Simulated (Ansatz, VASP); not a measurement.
# In: VASP beside Ansatz

```
In
1.0
    -1.62547    1.62547    2.49844
     1.62547   -1.62547    2.49844
     1.62547    1.62547   -2.49844
In
1
Direct
  0.00000 0.00000 0.00000
```

Alike in both runs: functional PBE; k mesh 10 × 10 × 10; occupations fermi-dirac, width 0.05 eV; no spin polarisation.

|  | VASP | Ansatz |
| --- | --- | --- |
| version | VASP 6.6.1 | Ansatz 0.2.0 |
| potentials or method | VASP PAW PBE potentials, release 64 (In_d) | Ansatz PAW |
| plane-wave cutoff (eV) | 520 | 420 |
| valence electrons in the cell | 13 | 13 |
| task | single point | band structure |

VASP gave:

* gap on the k mesh at the Fermi level (eV): none
* pressure (GPa): 1.5
* traceless stress, the component that is largest in VASP (GPa): -1.87

Problem. Estimate Ansatz's values.

Solution. gap on the k mesh at the Fermi level (eV): none; pressure (GPa): 1.6; traceless stress, the component that is largest in VASP (GPa): -1.86.

A gap of «none» marks a metal or a gap that the smearing closes.
